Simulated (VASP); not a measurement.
# KF (P6_3/mmc) in VASP: single point with r2SCAN

Aim: the single point of KF with r2SCAN.

All numbers are computed with VASP 6.6.1; they aren't measurements. Logs are shortened: lines on timing, memory, paths and dates and some standing lists are left out, and cuts for length are marked.

## 1. The cell of the first run

The structure is hexagonal, space group P6_3/mmc (No. 194). Conventional cell: a = 3.660 Å, b = 3.660 Å, c = 6.479 Å, α = 90.00°, β = 90.00°, γ = 120.00°. K (site symmetry -3m) has 6 F at 2.66 Å and 2 K at 3.24 Å within 3.5 Å. F (site symmetry -6m2) has 6 K at 2.66 Å within 3.5 Å.

## 2. Single point, r2SCAN

POSCAR reads:

```
KF
1.0
    3.6599340438      0.0000000000      0.0000000000
   -1.8299670219      3.1695958582      0.0000000000
    0.0000000000      0.0000000000      6.4788100681
K F
2 2
Direct
    0.0000000000      0.0000000000      0.0000000000
    0.0000000000      0.0000000000      0.5000000000
    0.3333333333      0.6666666667      0.2500000000
    0.6666666667      0.3333333333      0.7500000000
```

INCAR.step1 reads:

```
SYSTEM = KF
  PREC = Accurate
  ENCUT = 520
  ISMEAR = 0
  SIGMA = 0.01
  LREAL = .FALSE.
  LASPH = .TRUE.
  NELM = 100
  NBANDS = 24
  GGA = PE
  ALGO = Normal
  EDIFF = 1E-4
  LWAVE = .TRUE.
  LCHARG = .FALSE.
```

INCAR.step2 reads:

```
SYSTEM = KF
  PREC = Accurate
  ENCUT = 520
  EDIFF = 1E-6
  ISMEAR = 0
  SIGMA = 0.01
  LREAL = .FALSE.
  LASPH = .TRUE.
  NELM = 100
  ALGO = Normal
  ISIF = 2
  LWAVE = .FALSE.
  LCHARG = .TRUE.
  METAGGA = R2SCAN
  LMIXTAU = .TRUE.
  LELF = .TRUE.
  LVHAR = .TRUE.
  NBANDS = 24
  ISTART = 1
```

KPOINTS reads:

```
Automatic mesh
0
G
  12 12 4
  0 0 0
```

Potentials or basis: VASP PAW PBE potentials, release 64 (K_sv, F).

Command:

```
cat potpaw_PBE.64/K_sv/POTCAR potpaw_PBE.64/F/POTCAR > POTCAR
cp INCAR.step1 INCAR
mpirun -np 1 vasp_std > vasp.out
cp INCAR.step2 INCAR
mpirun -np 1 vasp_std > vasp.out
```

OUTCAR:

```text
SYSTEM = KF
   PREC = Accurate
   ENCUT = 520
   EDIFF = 1E-6
   ISMEAR = 0
   LREAL = .FALSE.
   LASPH = .TRUE.
   NELM = 100
   ISIF = 2
   METAGGA = R2SCAN
   ISTART = 1

 ion  position               nearest neighbor table
   1  0.000  0.000  0.000-   3 2.66   4 2.66   4 2.66   3 2.66   4 2.66   3 2.66   2 3.24   2 3.24

   2  0.000  0.000  0.500-   3 2.66   4 2.66   4 2.66   3 2.66   4 2.66   3 2.66   1 3.24   1 3.24

   3  0.333  0.667  0.250-   1 2.66   2 2.66   1 2.66   2 2.66   1 2.66   2 2.66
   4  0.667  0.333  0.750-   1 2.66   2 2.66   1 2.66   2 2.66   1 2.66   2 2.66

  LATTYP: Found a hexagonal cell.
 ALAT       =     3.6599340438
 C/A-ratio  =     1.7701985857

  Lattice vectors:

 A1 = (   3.6599340438,   0.0000000000,   0.0000000000)
 A2 = (  -1.8299670219,   3.1695958582,   0.0000000000)
 A3 = (   0.0000000000,   0.0000000000,   6.4788100681)

Analysis of symmetry for initial positions (statically):
=====================================================================
 Subroutine PRICEL returns:
 Original cell was already a primitive cell.

 Routine SETGRP: Setting up the symmetry group for a
 hexagonal supercell.

 Subroutine GETGRP returns: Found 24 space group operations
 (whereof 12 operations were pure point group operations)
 out of a pool of 24 trial point group operations.

The static configuration has the point symmetry D_3d.
 The point group associated with its full space group is D_6h.

Analysis of symmetry for dynamics (positions and initial velocities):
=====================================================================
 Subroutine PRICEL returns:
 Original cell was already a primitive cell.

 Routine SETGRP: Setting up the symmetry group for a
 hexagonal supercell.

 Subroutine GETGRP returns: Found 24 space group operations
 (whereof 12 operations were pure point group operations)
 out of a pool of 24 trial point group operations.

The dynamic configuration has the point symmetry D_3d.
 The point group associated with its full space group is D_6h.

 Subroutine INISYM returns: Found 24 space group operations
 (whereof 12 operations are pure point group operations),
 and found     1 'primitive' translations

----------------------------------------------------------------------------------------

                                     Primitive cell

  volume of cell :      75.1575

  direct lattice vectors                    reciprocal lattice vectors
     3.659934044  0.000000000  0.000000000     0.273228968  0.157748818  0.000000000
    -1.829967022  3.169595858  0.000000000     0.000000000  0.315497636  0.000000000
     0.000000000  0.000000000  6.478810068     0.000000000  0.000000000  0.154349331

  length of vectors
     3.659934044  3.659934044  6.478810068     0.315497636  0.315497636  0.154349331

  position of ions in fractional coordinates (direct lattice)
     0.000000000  0.000000000  0.000000000
     0.000000000  0.000000000  0.500000000
     0.333333333  0.666666667  0.250000000
     0.666666667  0.333333333  0.750000000

  ion indices of the primitive-cell ions
   primitive index   ion index
                 1           1
                 2           2
                 3           3
                 4           4

----------------------------------------------------------------------------------------

 KPOINTS: Automatic mesh

Automatic generation of k-mesh.
 Grid dimensions read from file:
 generate k-points for:   12   12    4

 Generating k-lattice:

  Cartesian coordinates                     Fractional coordinates (reciprocal lattice)
     0.022769081  0.013145735  0.000000000     0.083333333  0.000000000  0.000000000
     0.000000000  0.026291470  0.000000000     0.000000000  0.083333333  0.000000000
     0.000000000  0.000000000  0.038587333     0.000000000  0.000000000  0.250000000

  Length of vectors
     0.026291470  0.026291470  0.038587333

  Shift w.r.t. Gamma in fractional coordinates (k-lattice)
     0.000000000  0.000000000  0.000000000

 Subroutine IBZKPT returns following result:
 ===========================================

 Found     57 irreducible k-points:

 Following reciprocal coordinates:
            Coordinates               Weight
  0.000000  0.000000  0.000000      1.000000
  0.083333  0.000000  0.000000      6.000000
  0.166667  0.000000  0.000000      6.000000
  0.250000  0.000000  0.000000      6.000000
  0.333333  0.000000  0.000000      6.000000
  0.416667  0.000000  0.000000      6.000000
[... 16 lines left out ...]
  0.250000  0.000000  0.250000     12.000000
  0.333333  0.000000  0.250000     12.000000
 [... further k-points ...]
   k-points           NKPTS =     57   k-points in BZ     NKDIM =     57   number of bands    NBANDS=     24
   number of dos      NEDOS =    301   number of ions     NIONS =      4
   total plane-waves  NPLWV =  37632
   dimension x,y,z NGX =    28 NGY =   28 NGZ =   48
   dimension x,y,z NGXF=    56 NGYF=   56 NGZF=   96
   ions per type =               2   2
   NGX,Y,Z   is equivalent  to a cutoff of  12.72, 12.72, 12.32 a.u.
   NGXF,Y,Z  is equivalent  to a cutoff of  25.44, 25.44, 24.63 a.u.
 SYSTEM =  KF
   PREC   = accura    normal or accurate (medium, high low for compatibility)
   ISTART =      1    job   : 0-new  1-cont  2-samecut
   ICHARG =      0    charge: 1-file 2-atom 10-const
   ISPIN  =      1    spin polarized calculation?
   LNONCOLLINEAR =      F non collinear calculations
   LSORBIT =      F    spin-orbit coupling
   LASPH  =      T    aspherical Exc in radial PAW
   ENCUT  =  520.0 eV  38.22 Ry    6.18 a.u.   6.81  6.81 12.05*2*pi/ulx,y,z
   NELM   =    100;   NELMIN=  2; NELMDL=  0     # of ELM steps
   EDIFF  = 0.1E-05   stopping-criterion for ELM
   LREAL  =      F    real-space projection
   EDIFFG = 0.1E-04   stopping-criterion for IOM
   NSW    =      0    number of steps for IOM
   IBRION =     -1    ionic relax: 0-MD 1-quasi-New 2-CG
   NFREE  =      0    steps in history (QN), initial steepest desc. (CG)
   ISIF   =      2    stress and relaxation
   ISYM   =      2    0-nonsym 1-usesym 2-fastsym
   POTIM  = 0.5000    time-step for ionic-motion
   TEBEG  =    0.0;   TEEND  =   0.0 temperature during run
   PSTRESS=    0.0 pullay stress
   NELECT =      32.0000    total number of electrons
   NUPDOWN=      -1.0000    fix difference up-down
   EMIN   =  10.00;   EMAX   =-10.00  energy-range for DOS
   EFERMI =   0.00;   METHOD = LEGACY
   ISMEAR =     0;   SIGMA  =   0.01  broadening in eV -4-tet -1-fermi 0-gaus
   EFERMI_NEDOS =   21; number of points for ismear=-14 and -15
   IALGO  =     38    algorithm
   IMIX   =      4    mixing-type and parameters
     AMIX     =   0.40;   BMIX     =  1.00
     AMIX_MAG =   1.60;   BMIX_MAG =  1.00
  volume/ion in A,a.u.               =      18.79       126.80
  Fermi-wavevector in a.u.,A,eV,Ry     =   1.231593  2.327374 20.637621  1.516822
  Thomas-Fermi vector in A             =   2.366397
   LORBIT       =      0    0 simple, 1 ext, 2 COOP (PROOUT), +10 PAW based schemes
   METAGGA = R2SCAN    functional components
   LHFCALC =     F    Hartree Fock is set to
   AEXX    =    0.0000 exact exchange contribution
   IVDW    =     0    specifies the selected vdW correction
   LEPSILON=     F    determine dielectric tensor
   LRPA    =     F    only Hartree local field effects (RPA)
 non-spin polarized calculation
 Gauss-broadening in eV      SIGMA  =   0.01
  energy-cutoff  :      520.00
  volume of cell :       75.16
 maximum number of plane-waves:      2043
 NGX is ok and might be reduce to    28
   NGX = 13   NGY = 13   NGZ = 25

 number of electron      32.0000001 magnetization

 Free energy of the ion-electron system (eV)
  ---------------------------------------------------
  ext. energy  EPLUGINS =         0.00000000
  ---------------------------------------------------
  free energy    TOTEN  =       -29.79666712 eV

  energy without entropy =      -29.79666712  energy(sigma->0) =      -29.79666712

 E-fermi :  -3.2099     XC(G=0):  -8.9659

 val. band max:       -3.2548228753   @ k =   0.0000   0.0000   0.0000
 cond. band min:       3.6103047533   @ k =   0.0000   0.0000   0.0000
 fundamental gap:      6.8651276286
 Fermi energy:        -3.2098982236

 k-point     1 :       0.0000    0.0000    0.0000
  band No.  band energies     occupation
      1     -30.5651      2.00000
      2     -30.4211      2.00000
      3     -23.1978      2.00000
      4     -23.0869      2.00000
      5     -13.4753      2.00000
      6     -13.0358      2.00000
[... 16 lines left out ...]
     23       8.9623      0.00000
     24       8.9623      0.00000

 k-point     2 :       0.0833    0.0000    0.0000
  band No.  band energies     occupation
      1     -30.5591      2.00000
      2     -30.4171      2.00000
      3     -23.1926      2.00000
      4     -23.0915      2.00000
      5     -13.4872      2.00000
      6     -13.0586      2.00000
[... 16 lines left out ...]
     23       9.0278      0.00000
     24       9.0958      0.00000

 k-point     3 :       0.1667    0.0000    0.0000
  band No.  band energies     occupation
      1     -30.5425      2.00000
      2     -30.4060      2.00000
      3     -23.1787      2.00000
      4     -23.1036      2.00000
      5     -13.5208      2.00000
      6     -13.1193      2.00000
[... 16 lines left out ...]
     23       9.2907      0.00000
     24       9.4869      0.00000
[... 514 lines left out ...]
 k-point    23 :       0.2500    0.0000    0.2500
  band No.  band energies     occupation
      1     -30.5013      2.00000
      2     -30.4101      2.00000
      3     -23.1552      2.00000
      4     -23.1241      2.00000
      5     -13.4712      2.00000
      6     -13.2070      2.00000
[... 16 lines left out ...]
     23       9.4884      0.00000
     24      10.1084      0.00000

 k-point    24 :       0.3333    0.0000    0.2500
  band No.  band energies     occupation
      1     -30.4795      2.00000
      2     -30.3937      2.00000
      3     -23.1517      2.00000
      4     -23.1259      2.00000
      5     -13.5174      2.00000
      6     -13.3211      2.00000
[... 16 lines left out ...]
     23       9.8266      0.00000
     24      10.8465      0.00000

 [... further k-points ...]

------------------------ aborting loop because EDIFF is reached ----------------------------------------

  FORCE on cell =-STRESS in cart. coord.  units (eV):
  Direction    XX          YY          ZZ          XY          YZ          ZX
  --------------------------------------------------------------------------------------
  -------------------------------------------------------------------------------------
  Total       -0.0123652     -0.0123652      0.0014541      0.0000000      0.0000000      0.0000000
  in kB       -0.2635961     -0.2635961      0.0309987      0.0000000      0.0000000      0.0000000
  external PRESSURE =      -0.1653978 kB  Pullay stress =       0.0000000 kB

 VOLUME and BASIS-vectors are now :
 -----------------------------------------------------------------------------
  energy-cutoff  :      520.00
  volume of cell :       75.16
      direct lattice vectors                 reciprocal lattice vectors
     3.659934044  0.000000000  0.000000000     0.273228968  0.157748818  0.000000000
    -1.829967022  3.169595858  0.000000000     0.000000000  0.315497636  0.000000000
     0.000000000  0.000000000  6.478810068     0.000000000  0.000000000  0.154349331

 POSITION                                       TOTAL-FORCE (eV/Angst)
 -----------------------------------------------------------------------------------
      0.00000      0.00000      0.00000         0.000000      0.000000      0.000000
      0.00000      0.00000      3.23941         0.000000      0.000000      0.000000
     -0.00000      2.11306      1.61970         0.000000      0.000000     -0.000000
      1.82997      1.05653      4.85911        -0.000000      0.000000      0.000000
 -----------------------------------------------------------------------------------
    total drift:                                0.000000     -0.000000      0.000000

  FREE ENERGIE OF THE ION-ELECTRON SYSTEM (eV)
  ---------------------------------------------------
  free  energy   TOTEN  =       -29.7966671179 eV

  energy  without entropy=      -29.7966671179  energy(sigma->0) =      -29.79666712
```

Run time: 3.7 min. Hardware: 1 thread of AMD EPYC 9R45 (Zen 5), shared host; peak memory 0.22 GiB.

Results:

| Quantity | Value |
| --- | --- |
| Free energy | -29.7967 eV |
| Pressure | 0.0 GPa |
| Band gap on the k mesh | 6.87 eV |

Caveat: the PAW data sets were made with another functional, which shifts forces and pressure a little. A k mesh can miss the band edges.
